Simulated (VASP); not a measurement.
# Ge (Imma) in VASP: a series of runs, part 2 of 2

VASP 6.6.1. The steps go on from the part before.

## 3. Single point, LDA

Contents of INCAR:

```
SYSTEM = Ge
PREC     = Accurate       ! precision mode
ENCUT    = 520            ! plane-wave cutoff, eV
EDIFF    = 1E-7           ! SCF threshold, eV
ISMEAR   = 1              ! smearing method
SIGMA    = 0.1            ! smearing width, eV
LREAL    = .False.        ! projectors in reciprocal space
LASPH    = .True.         ! aspherical terms in the spheres
NELM     = 60             ! most SCF steps
ALGO     = Normal         ! electronic algorithm
ISIF     = 2              ! what is computed and relaxed
LWAVE    = .False.        ! write WAVECAR
LCHARG   = .False.        ! write CHGCAR
GGA      = CA             ! functional
NBANDS   = 21             ! bands
```

Contents of KPOINTS:

```
Automatic mesh
0
Gamma
  11 11 11
  0 0 0
```

Contents of POSCAR:

```
Ge
1.0
    3.9142559924      0.0000000030      0.0000000086
   -2.8592320955      2.6732362032      0.0000000077
   -0.3237519355     -1.4170343946      3.6343635183
Ge
2
Direct
    0.1859430000      0.9359430000      0.2500000000
    0.8140570000      0.0640570000      0.7500000000
```

Potentials or basis: VASP PAW LDA potentials, release 64 (Ge_d).

The run is started by

```sh
$ cat potpaw_LDA.64/Ge_d/POTCAR > POTCAR
$ mpirun -np 1 vasp_std > vasp.out
```

OUTCAR:

```text
SYSTEM = Ge
   PREC = Accurate
   ENCUT = 520
   EDIFF = 1E-7
   ISMEAR = 1
   LREAL = .False.
   LASPH = .True.
   NELM = 60
   ISIF = 2
   GGA = CA

 ion  position               nearest neighbor table
   1  0.186  0.936  0.250-   2 2.68   2 2.68   2 2.72   2 2.72
   2  0.814  0.064  0.750-   1 2.68   1 2.68   1 2.72   1 2.72

  LATTYP: Found a body centered orthorhombic cell.
 ALAT       =     2.8738940894
 B/A-ratio  =     1.7369450546
 C/A-ratio  =     1.8447884144

  Lattice vectors:

 A1 = (  -2.8592320955,   2.6732362032,   0.0000000077)
 A2 = (  -0.7312719614,  -1.2562018116,  -3.6343635346)
 A3 = (  -0.3237519355,  -1.4170343946,   3.6343635183)

Analysis of symmetry for initial positions (statically):
=====================================================================
 Subroutine PRICEL returns:
 Original cell was already a primitive cell.

 Routine SETGRP: Setting up the symmetry group for a
 body centered orthorhombic supercell.

 Subroutine GETGRP returns: Found  8 space group operations
 (whereof  4 operations were pure point group operations)
 out of a pool of  8 trial point group operations.

The static configuration has the point symmetry C_2h.
 The point group associated with its full space group is D_2h.

Analysis of symmetry for dynamics (positions and initial velocities):
=====================================================================
 Subroutine PRICEL returns:
 Original cell was already a primitive cell.

 Routine SETGRP: Setting up the symmetry group for a
 body centered orthorhombic supercell.

 Subroutine GETGRP returns: Found  8 space group operations
 (whereof  4 operations were pure point group operations)
 out of a pool of  8 trial point group operations.

The dynamic configuration has the point symmetry C_2h.
 The point group associated with its full space group is D_2h.

 Subroutine INISYM returns: Found  8 space group operations
 (whereof  4 operations are pure point group operations),
 and found     1 'primitive' translations

----------------------------------------------------------------------------------------

                                     Primitive cell

  volume of cell :      38.0290

  direct lattice vectors                    reciprocal lattice vectors
     3.914255992  0.000000003  0.000000009     0.255476392  0.273251686  0.129298572
    -2.859232095  2.673236203  0.000000008    -0.000000001  0.374078428  0.145852773
    -0.323751935 -1.417034395  3.634363518    -0.000000001 -0.000000001  0.275151342

  length of vectors
     3.914255992  3.914255992  3.914255992     0.395793875  0.401506789  0.275151342

  position of ions in fractional coordinates (direct lattice)
     0.185943000  0.935943000  0.250000000
     0.814057000  0.064057000  0.750000000

  ion indices of the primitive-cell ions
   primitive index   ion index
                 1           1
                 2           2

----------------------------------------------------------------------------------------

 KPOINTS: Automatic mesh

Automatic generation of k-mesh.
 Grid dimensions read from file:
 generate k-points for:   11   11   11

 Generating k-lattice:

  Cartesian coordinates                     Fractional coordinates (reciprocal lattice)
     0.023225127  0.024841062  0.011754416     0.090909091 -0.000000000  0.000000000
    -0.000000000  0.034007130  0.013259343    -0.000000000  0.090909091 -0.000000000
    -0.000000000 -0.000000000  0.025013758     0.000000000 -0.000000000  0.090909091

  Length of vectors
     0.035981261  0.036500617  0.025013758

  Shift w.r.t. Gamma in fractional coordinates (k-lattice)
     0.000000000  0.000000000  0.000000000

 Subroutine IBZKPT returns following result:
 ===========================================

 Found    216 irreducible k-points:

 Following reciprocal coordinates:
            Coordinates               Weight
  0.000000  0.000000  0.000000      1.000000
  0.090909 -0.000000  0.000000      4.000000
  0.181818 -0.000000  0.000000      4.000000
  0.272727  0.000000  0.000000      4.000000
  0.363636  0.000000  0.000000      4.000000
  0.454545 -0.000000  0.000000      4.000000
[... 16 lines left out ...]
  0.454545  0.181818  0.000000      8.000000
 -0.454545  0.181818 -0.000000      8.000000
 [... further k-points ...]
   k-points           NKPTS =    216   k-points in BZ     NKDIM =    216   number of bands    NBANDS=     21
   number of dos      NEDOS =    301   number of ions     NIONS =      2
   total plane-waves  NPLWV =  27000
   dimension x,y,z NGX =    30 NGY =   30 NGZ =   30
   dimension x,y,z NGXF=    60 NGYF=   60 NGZF=   60
   ions per type =               2
   NGX,Y,Z   is equivalent  to a cutoff of  12.74, 12.74, 12.74 a.u.
   NGXF,Y,Z  is equivalent  to a cutoff of  25.48, 25.48, 25.48 a.u.
 SYSTEM =  Ge
   PREC   = accura    normal or accurate (medium, high low for compatibility)
   ISTART =      0    job   : 0-new  1-cont  2-samecut
   ICHARG =      2    charge: 1-file 2-atom 10-const
   ISPIN  =      1    spin polarized calculation?
   LNONCOLLINEAR =      F non collinear calculations
   LSORBIT =      F    spin-orbit coupling
   LASPH  =      T    aspherical Exc in radial PAW
   ENCUT  =  520.0 eV  38.22 Ry    6.18 a.u.   7.28  7.28  7.28*2*pi/ulx,y,z
   NELM   =     60;   NELMIN=  2; NELMDL= -5     # of ELM steps
   EDIFF  = 0.1E-06   stopping-criterion for ELM
   LREAL  =      F    real-space projection
   EDIFFG = 0.1E-05   stopping-criterion for IOM
   NSW    =      0    number of steps for IOM
   IBRION =     -1    ionic relax: 0-MD 1-quasi-New 2-CG
   NFREE  =      0    steps in history (QN), initial steepest desc. (CG)
   ISIF   =      2    stress and relaxation
   ISYM   =      2    0-nonsym 1-usesym 2-fastsym
   POTIM  = 0.5000    time-step for ionic-motion
   TEBEG  =    0.0;   TEEND  =   0.0 temperature during run
   PSTRESS=    0.0 pullay stress
   NELECT =      28.0000    total number of electrons
   NUPDOWN=      -1.0000    fix difference up-down
   EMIN   =  10.00;   EMAX   =-10.00  energy-range for DOS
   EFERMI =   0.00;   METHOD = LEGACY
   ISMEAR =     1;   SIGMA  =   0.10  broadening in eV -4-tet -1-fermi 0-gaus
   EFERMI_NEDOS =   21; number of points for ismear=-14 and -15
   IALGO  =     38    algorithm
   IMIX   =      4    mixing-type and parameters
     AMIX     =   0.40;   BMIX     =  1.00
     AMIX_MAG =   1.60;   BMIX_MAG =  1.00
  volume/ion in A,a.u.               =      19.01       128.32
  Fermi-wavevector in a.u.,A,eV,Ry     =   1.478277  2.793539 29.732857  2.185303
  Thomas-Fermi vector in A             =   2.592578
   LORBIT       =      0    0 simple, 1 ext, 2 COOP (PROOUT), +10 PAW based schemes
   GGA     = CA    functional components
   LHFCALC =     F    Hartree Fock is set to
   AEXX    =    0.0000 exact exchange contribution
   IVDW    =     0    specifies the selected vdW correction
   LEPSILON=     F    determine dielectric tensor
   LRPA    =     F    only Hartree local field effects (RPA)
 non-spin polarized calculation
 Methfessel and Paxton  Order N= 1 SIGMA  =   0.10
  energy-cutoff  :      520.00
  volume of cell :       38.03
 maximum number of plane-waves:      1044
 NGX is ok and might be reduce to    30
   NGX = 15   NGY = 15   NGZ = 15

 number of electron      28.0000014 magnetization

 Free energy of the ion-electron system (eV)
  ---------------------------------------------------
  ext. energy  EPLUGINS =         0.00000000
  ---------------------------------------------------
  free energy    TOTEN  =        -9.98202111 eV

  energy without entropy =       -9.98186325  energy(sigma->0) =       -9.98196849

 E-fermi :   6.2648     XC(G=0): -11.4746

 val. band max:        6.2619296225   @ k =   0.4545   0.2727   0.0909
 cond. band min:       6.2689657808   @ k =   0.4545   0.1818   0.0000
 fundamental gap:      0.0070361583
 Fermi energy:         6.2647899137

 k-point     1 :       0.0000    0.0000    0.0000
  band No.  band energies     occupation
      1     -18.5798      2.00000
      2     -18.5018      2.00000
      3     -18.4996      2.00000
      4     -18.4965      2.00000
      5     -18.4631      2.00000
      6     -18.4277      2.00000
[... 550 lines left out ...]
      5     -18.4393      2.00000
      6     -18.4046      2.00000
[... 13 lines left out ...]
     20      17.1253      0.00000
     21      17.3295      0.00000

 [... further k-points ...]

------------------------ aborting loop because EDIFF is reached ----------------------------------------

  FORCE on cell =-STRESS in cart. coord.  units (eV):
  Direction    XX          YY          ZZ          XY          YZ          ZX
  --------------------------------------------------------------------------------------
  -------------------------------------------------------------------------------------
  Total       -1.0214989     -1.0345500     -0.9842846     -0.0061011      0.1059979     -0.2685790
  in kB      -43.0361630    -43.5860149    -41.4683092     -0.2570416      4.4657327    -11.3153441
  external PRESSURE =     -42.6968291 kB  Pullay stress =       0.0000000 kB

 VOLUME and BASIS-vectors are now :
 -----------------------------------------------------------------------------
  energy-cutoff  :      520.00
  volume of cell :       38.03
      direct lattice vectors                 reciprocal lattice vectors
     3.914255992  0.000000003  0.000000009     0.255476392  0.273251686  0.129298572
    -2.859232095  2.673236203  0.000000008    -0.000000001  0.374078428  0.145852773
    -0.323751935 -1.417034395  3.634363518    -0.000000001 -0.000000001  0.275151342

 POSITION                                       TOTAL-FORCE (eV/Angst)
 -----------------------------------------------------------------------------------
     -2.02919      2.14774      0.90859        -0.027885     -0.070654     -0.000000
      2.76046     -0.89154      2.72577         0.027885      0.070654      0.000000
 -----------------------------------------------------------------------------------
    total drift:                               -0.000000     -0.000000      0.000000

  FREE ENERGIE OF THE ION-ELECTRON SYSTEM (eV)
  ---------------------------------------------------
  free  energy   TOTEN  =        -9.9820211075 eV

  energy  without entropy=       -9.9818632453  energy(sigma->0) =       -9.98196849
```

It took 2 min on 1 thread of Intel Xeon Platinum 8488C (Sapphire Rapids), shared host; peak memory 0.25 GiB.

What came out:

```yaml
Free_energy: -9.9820 eV
Pressure: -4.3 GPa
Largest_force: 0.076 eV/Å
Band_gap_on_the_k_mesh: zero (band 14 reaches 8.29 eV, above the bottom of band 15 at 3.16 eV)
```

Forces in eV/Å, atoms in the order of the input:
```
Ge  -0.028 -0.071  0.000
Ge   0.028  0.071  0.000
```
